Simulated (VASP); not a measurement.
# CuO in VASP: electric field gradients with PBE

Aim: the electric field gradients of CuO with PBE.

Everything below comes from runs of VASP 6.6.1. Logs are shortened: lines on timing, memory, paths and dates and some standing lists are left out, and cuts for length are marked.

## 1. The cell of the first run

The typed cell holds 4 atoms: a = 2.948 Å, b = 2.948 Å, c = 5.152 Å, α = 90.00°, β = 90.00°, γ = 89.86°.

## 2. Electric field gradients, PBE

INCAR reads:

```
SYSTEM = CuO
PREC     = Accurate       ! precision mode
ENCUT    = 520            ! plane-wave cutoff, eV
EDIFF    = 1E-8           ! SCF threshold, eV
ISMEAR   = 0              ! smearing method
SIGMA    = 0.05           ! smearing width, eV
LREAL    = .False.        ! projectors in reciprocal space
LASPH    = .True.         ! aspherical terms in the spheres
NELM     = 60             ! most SCF steps
ALGO     = Normal         ! electronic algorithm
ISIF     = 2              ! what is computed and relaxed
LWAVE    = .False.        ! write WAVECAR
LCHARG   = .False.        ! write CHGCAR
GGA      = PE             ! functional
LEFG     = .True.       
NBANDS   = 25             ! bands
```

KPOINTS reads:

```
Automatic mesh
0
Gamma
  12 12 8
  0 0 0
```

POSCAR reads:

```
CuO
1.0
    2.0810493988     -2.0822846806      0.1631489771
    2.0810493988      2.0822846806      0.1631489771
   -0.4029988459      0.0000000000      5.1360284818
Cu O
2 2
Direct
    0.0000000000      0.5000000000      0.0000000000
    0.5000000000      0.0000000000      0.5000000000
    0.5000131488      0.4999868512      0.2500000000
    0.4999868512      0.5000131488      0.7500000000
```

Potentials or basis: VASP PAW PBE potentials, release 64 (Cu, O).

Started as:

```console
cat potpaw_PBE.64/Cu/POTCAR potpaw_PBE.64/O/POTCAR > POTCAR
mpirun -np 1 vasp_std > vasp.out
```

OUTCAR:

```text
SYSTEM = CuO
   PREC = Accurate
   ENCUT = 520
   EDIFF = 1E-8
   ISMEAR = 0
   LREAL = .False.
   LASPH = .True.
   NELM = 60
   ISIF = 2
   GGA = PE

 ion  position               nearest neighbor table
   1  0.000  0.500  0.000-   3 1.96   4 1.96   4 1.96   3 1.96
   2  0.500  0.000  0.500-   4 1.96   3 1.96   4 1.96   3 1.96
   3  0.500  0.500  0.250-   2 1.96   1 1.96   2 1.96   1 1.96
   4  0.500  0.500  0.750-   1 1.96   2 1.96   2 1.96   1 1.96

  LATTYP: Found a base centered monoclinic cell.
 ALAT       =     4.1748696693
 B/A-ratio  =     0.9975327833
 C/A-ratio  =     1.2340061596
 COS(beta)  =    -0.0000672036

  Lattice vectors:

 A1 = (   2.0810493988,  -2.0822846806,   0.1631489771)
 A2 = (   2.0810493988,   2.0822846806,   0.1631489771)
 A3 = (  -0.4029988459,   0.0000000000,   5.1360284818)

Analysis of symmetry for initial positions (statically):
=====================================================================
 Subroutine PRICEL returns:
 Original cell was already a primitive cell.

 Routine SETGRP: Setting up the symmetry group for a
 base centered monoclinic supercell.

 Subroutine GETGRP returns: Found  4 space group operations
 (whereof  2 operations were pure point group operations)
 out of a pool of  4 trial point group operations.

The static configuration has the point symmetry S_2 .
 The point group associated with its full space group is C_2h.

Analysis of symmetry for dynamics (positions and initial velocities):
=====================================================================
 Subroutine PRICEL returns:
 Original cell was already a primitive cell.

 Routine SETGRP: Setting up the symmetry group for a
 base centered monoclinic supercell.

 Subroutine GETGRP returns: Found  4 space group operations
 (whereof  2 operations were pure point group operations)
 out of a pool of  4 trial point group operations.

The dynamic configuration has the point symmetry S_2 .
 The point group associated with its full space group is C_2h.

 Subroutine INISYM returns: Found  4 space group operations
 (whereof  2 operations are pure point group operations),
 and found     1 'primitive' translations

----------------------------------------------------------------------------------------

                                     Primitive cell

  volume of cell :      44.7861

  direct lattice vectors                    reciprocal lattice vectors
     2.081049399 -2.082284681  0.163148977     0.238794463 -0.240120866  0.018737025
     2.081049399  2.082284681  0.163148977     0.238794463  0.240120866  0.018737025
    -0.402998846  0.000000000  5.136028482    -0.015170894  0.000000000  0.193512585

  length of vectors
     2.948439194  2.948439194  5.151814888     0.339163532  0.339163532  0.194106354

  position of ions in fractional coordinates (direct lattice)
     1.000000000  0.500000000  0.000000000
     0.500000000  1.000000000  0.500000000
     0.500013149  0.499986851  0.250000000
     0.499986851  0.500013149  0.750000000

  ion indices of the primitive-cell ions
   primitive index   ion index
                 1           1
                 2           2
                 3           3
                 4           4

----------------------------------------------------------------------------------------

 KPOINTS: Automatic mesh

Automatic generation of k-mesh.
 Grid dimensions read from file:
 generate k-points for:   12   12    8

 Generating k-lattice:

  Cartesian coordinates                     Fractional coordinates (reciprocal lattice)
     0.019899539 -0.020010072  0.001561419     0.083333333 -0.000000000  0.000000000
     0.019899539  0.020010072  0.001561419    -0.000000000  0.083333333  0.000000000
    -0.001896362  0.000000000  0.024189073     0.000000000  0.000000000  0.125000000

  Length of vectors
     0.028263628  0.028263628  0.024263294

  Shift w.r.t. Gamma in fractional coordinates (k-lattice)
     0.000000000  0.000000000  0.000000000

 Subroutine IBZKPT returns following result:
 ===========================================

 Found    320 irreducible k-points:

 Following reciprocal coordinates:
            Coordinates               Weight
  0.000000  0.000000  0.000000      1.000000
  0.083333  0.000000  0.000000      4.000000
  0.166667 -0.000000  0.000000      4.000000
  0.250000 -0.000000  0.000000      4.000000
  0.333333  0.000000  0.000000      4.000000
  0.416667 -0.000000 -0.000000      4.000000
[... 16 lines left out ...]
  0.500000  0.166667 -0.000000      4.000000
 -0.416667  0.166667  0.000000      4.000000
 [... further k-points ...]
   k-points           NKPTS =    320   k-points in BZ     NKDIM =    320   number of bands    NBANDS=     25
   number of dos      NEDOS =    301   number of ions     NIONS =      4
   total plane-waves  NPLWV =  23040
   dimension x,y,z NGX =    24 NGY =   24 NGZ =   40
   dimension x,y,z NGXF=    48 NGYF=   48 NGZF=   80
   ions per type =               2   2
   NGX,Y,Z   is equivalent  to a cutoff of  13.53, 13.53, 12.91 a.u.
   NGXF,Y,Z  is equivalent  to a cutoff of  27.06, 27.06, 25.82 a.u.
 SYSTEM =  CuO
   PREC   = accura    normal or accurate (medium, high low for compatibility)
   ISTART =      0    job   : 0-new  1-cont  2-samecut
   ICHARG =      2    charge: 1-file 2-atom 10-const
   ISPIN  =      1    spin polarized calculation?
   LNONCOLLINEAR =      F non collinear calculations
   LSORBIT =      F    spin-orbit coupling
   LASPH  =      T    aspherical Exc in radial PAW
   ENCUT  =  520.0 eV  38.22 Ry    6.18 a.u.   5.48  5.48  9.58*2*pi/ulx,y,z
   NELM   =     60;   NELMIN=  2; NELMDL= -5     # of ELM steps
   EDIFF  = 0.1E-07   stopping-criterion for ELM
   LREAL  =      F    real-space projection
   EDIFFG = 0.1E-06   stopping-criterion for IOM
   NSW    =      0    number of steps for IOM
   IBRION =     -1    ionic relax: 0-MD 1-quasi-New 2-CG
   NFREE  =      0    steps in history (QN), initial steepest desc. (CG)
   ISIF   =      2    stress and relaxation
   ISYM   =      2    0-nonsym 1-usesym 2-fastsym
   POTIM  = 0.5000    time-step for ionic-motion
   TEBEG  =    0.0;   TEEND  =   0.0 temperature during run
   PSTRESS=    0.0 pullay stress
   NELECT =      34.0000    total number of electrons
   NUPDOWN=      -1.0000    fix difference up-down
   EMIN   =  10.00;   EMAX   =-10.00  energy-range for DOS
   EFERMI =   0.00;   METHOD = LEGACY
   ISMEAR =     0;   SIGMA  =   0.05  broadening in eV -4-tet -1-fermi 0-gaus
   EFERMI_NEDOS =   21; number of points for ismear=-14 and -15
   IALGO  =     38    algorithm
   IMIX   =      4    mixing-type and parameters
     AMIX     =   0.40;   BMIX     =  1.00
     AMIX_MAG =   1.60;   BMIX_MAG =  1.00
  volume/ion in A,a.u.               =      11.20        75.56
  Fermi-wavevector in a.u.,A,eV,Ry     =   1.493436  2.822185 30.345782  2.230352
  Thomas-Fermi vector in A             =   2.605837
   LORBIT       =      0    0 simple, 1 ext, 2 COOP (PROOUT), +10 PAW based schemes
   GGA     = PE    functional components
   LHFCALC =     F    Hartree Fock is set to
   AEXX    =    0.0000 exact exchange contribution
   IVDW    =     0    specifies the selected vdW correction
   LEPSILON=     F    determine dielectric tensor
   LRPA    =     F    only Hartree local field effects (RPA)
 non-spin polarized calculation
 Gauss-broadening in eV      SIGMA  =   0.05
  energy-cutoff  :      520.00
  volume of cell :       44.79
 maximum number of plane-waves:      1236
 NGX is ok and might be reduce to    24
   NGX = 11   NGY = 11   NGZ = 19

 number of electron      34.0000018 magnetization

 Free energy of the ion-electron system (eV)
  ---------------------------------------------------
  ext. energy  EPLUGINS =         0.00000000
  ---------------------------------------------------
  free energy    TOTEN  =       -19.73051452 eV

  energy without entropy =      -19.72663650  energy(sigma->0) =      -19.72857551

 E-fermi :   4.7701     XC(G=0): -11.2576

 val. band max:        4.7680761959   @ k =   0.4167   0.0833  -0.0000
 cond. band min:       4.7713794336   @ k =   0.2500  -0.0000   0.1250
 fundamental gap:      0.0033032377
 Fermi energy:         4.7700595934

 k-point     1 :       0.0000    0.0000    0.0000
  band No.  band energies     occupation
      1     -14.9476      2.00000
      2     -13.6548      2.00000
      3      -3.2345      2.00000
      4      -0.6002      2.00000
      5      -0.5951      2.00000
      6       1.0880      2.00000
[... 17 lines left out ...]
     24      19.1825      0.00000
     25      19.4847      0.00000

 k-point     2 :       0.0833    0.0000    0.0000
  band No.  band energies     occupation
      1     -14.9124      2.00000
      2     -13.6440      2.00000
      3      -3.1715      2.00000
      4      -0.6299      2.00000
      5      -0.5794      2.00000
      6       0.6763      2.00000
[... 17 lines left out ...]
     24      19.2934      0.00000
     25      19.5259      0.00000

 k-point     3 :       0.1667   -0.0000    0.0000
  band No.  band energies     occupation
      1     -14.8137      2.00000
      2     -13.6147      2.00000
      3      -2.9944      2.00000
      4      -0.7023      2.00000
      5      -0.5295      2.00000
      6      -0.0956      2.00000
[... 552 lines left out ...]
 k-point    23 :       0.5000    0.1667   -0.0000
  band No.  band energies     occupation
      1     -14.2527      2.00000
      2     -13.4637      2.00000
      3      -2.1092      2.00000
      4      -1.8953      2.00000
      5      -0.5042      2.00000
      6      -0.4646      2.00000
[... 17 lines left out ...]
     24      17.8090      0.00000
     25      17.8233      0.00000

 k-point    24 :      -0.4167    0.1667    0.0000
  band No.  band energies     occupation
      1     -14.2935      2.00000
      2     -13.4740      2.00000
      3      -2.0231      2.00000
      4      -1.9104      2.00000
      5      -0.6033      2.00000
      6      -0.4184      2.00000
[... 17 lines left out ...]
     24      17.7086      0.00000
     25      18.3235      0.00000

 [... further k-points ...]

------------------------ aborting loop because EDIFF is reached ----------------------------------------

  FORCE on cell =-STRESS in cart. coord.  units (eV):
  Direction    XX          YY          ZZ          XY          YZ          ZX
  --------------------------------------------------------------------------------------
  -------------------------------------------------------------------------------------
  Total        0.1502566      0.1587174      0.2624350      0.0000000      0.0000000     -0.0084113
  in kB        5.3752786      5.6779545      9.3883444      0.0000000      0.0000000     -0.3009064
  external PRESSURE =       6.8138592 kB  Pullay stress =       0.0000000 kB

 VOLUME and BASIS-vectors are now :
 -----------------------------------------------------------------------------
  energy-cutoff  :      520.00
  volume of cell :       44.79
      direct lattice vectors                 reciprocal lattice vectors
     2.081049399 -2.082284681  0.163148977     0.238794463 -0.240120866  0.018737025
     2.081049399  2.082284681  0.163148977     0.238794463  0.240120866  0.018737025
    -0.402998846  0.000000000  5.136028482    -0.015170894  0.000000000  0.193512585

 POSITION                                       TOTAL-FORCE (eV/Angst)
 -----------------------------------------------------------------------------------
      1.04052      1.04114      0.08157         0.000000      0.000000      0.000000
      0.83903     -1.04114      2.64959         0.000000      0.000000      0.000000
      1.98030     -0.00005      1.44716        -0.000000     -0.000103      0.000000
      1.77880      0.00005      4.01517        -0.000000      0.000103     -0.000000
 -----------------------------------------------------------------------------------
    total drift:                                0.000000     -0.000000     -0.000000

  FREE ENERGIE OF THE ION-ELECTRON SYSTEM (eV)
  ---------------------------------------------------
  free  energy   TOTEN  =       -19.7305145234 eV

  energy  without entropy=      -19.7266365035  energy(sigma->0) =      -19.72857551

 Electric field gradients (V/A^2)
---------------------------------------------------------------------
 ion       V_xx      V_yy      V_zz      V_xy      V_xz      V_yz
---------------------------------------------------------------------
   1      -1.854    -1.812     3.666     2.993    -0.437     0.239
   2      -1.854    -1.812     3.666    -2.993    -0.437    -0.239
   3      -1.828    -2.223     4.051    -0.000    -0.469    -0.000
   4      -1.828    -2.223     4.051     0.000    -0.469    -0.000
---------------------------------------------------------------------

 Electric field gradients after diagonalization (V/A^2)
 (convention: |V_zz| > |V_xx| > |V_yy|)
----------------------------------------------------------------------
 ion       V_xx      V_yy      V_zz     asymmetry (V_yy - V_xx)/ V_zz
----------------------------------------------------------------------
   1       3.700     1.153    -4.853       0.525
   2       3.700     1.153    -4.853       0.525
   3      -2.223    -1.865     4.088       0.088
   4      -2.223    -1.865     4.088       0.088
----------------------------------------------------------------------

           NMR quadrupolar parameters

 Cq : quadrupolar parameter    Cq=e*Q*V_zz/h
 eta: asymmetry parameters     (V_yy - V_xx)/ V_zz
 Q  : nuclear electric quadrupole moment in mb (millibarn)
----------------------------------------------------------------------
 ion       Cq(MHz)       eta       Q (mb)
----------------------------------------------------------------------
   1      -0.012       0.525       1.000
   2      -0.012       0.525       1.000
   3       0.010       0.088       1.000
   4       0.010       0.088       1.000
----------------------------------------------------------------------
```

Wall time 3.2 min (1 thread of Intel Xeon Platinum 8488C (Sapphire Rapids), shared host); peak memory 0.39 GiB.

Results:

- Free energy: -19.7305 eV
- Pressure: 0.7 GPa
- Band gap on the k mesh: zero (bands 17 and 18 overlap by 1.18 eV)
- Largest electric field gradient by atom: Cu -4.9; O +4.1 V/Å²

Electric field gradients, principal values (V/Å²):
```csv
atom,least,middle,greatest (by size)
1 Cu,1.153,3.700,-4.853
2 Cu,1.153,3.700,-4.853
3 O,-1.865,-2.223,4.088
4 O,-1.865,-2.223,4.088
```

Caveat: without QUAD_EFG the Cq values of the log hold for a quadrupole moment of 1 mb, not for the nuclei; semilocal functionals often make such compounds metallic where correlation or magnetic order opens a gap, which also shifts bond lengths. With open d or f shells a metallic result of PBE can be an artefact of self-interaction; +U or a hybrid may open a gap.
